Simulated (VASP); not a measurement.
Wanted: the native input for a VASP 6.6.1 run.

```yaml
Task: single point
Functional: LDA
Potentials_or_basis: VASP PAW LDA potentials, release 64 (Cd)
Cutoff: 520 eV
k_mesh: 15 × 15 × 15
Occupations: gaussian, width 0.05 eV
Spin: no spin polarisation
Dipole_correction: no
Further_INCAR_settings: ALGO = Fast; EDIFF = 1e-06; NBANDS = 12
```

The structure of Cd lies in POSCAR:

```
Cd
1.0
    1.6080291515      0.9283960635      2.4492874100
   -1.6080291515      0.9283960635      2.4492874100
    0.0000000000     -1.8567921270      2.4492874100
Cd
1
Direct
    0.0000000000      0.0000000000      0.0000000000
```

The input as run:

INCAR

```
ALGO = Fast
EDIFF = 1E-6
ENCUT = 520
GGA = CA
ISIF = 2
ISMEAR = 0
LASPH = True
LCHARG = False
LREAL = False
LWAVE = False
NBANDS = 12
NELM = 60
PREC = Accurate
SIGMA = 0.05
```

KPOINTS

```
k-points
0
Gamma
  15 15 15
```

Potentials or basis: VASP PAW LDA potentials, release 64 (Cd).

The run is started by

```sh
$ cat potpaw_LDA.64/Cd/POTCAR > POTCAR
$ mpirun -np 1 vasp_std > vasp.out
```

Results of the run:

```
Pressure               : -4.5 GPa
Band gap on the k mesh : zero (bands 6 and 7 overlap by 2.90 eV)
```

Caveat: the cell stands under tension.

It took 65 s on 1 thread of Intel Xeon 8259CL, on a shared host, peak memory 0.2 GiB.
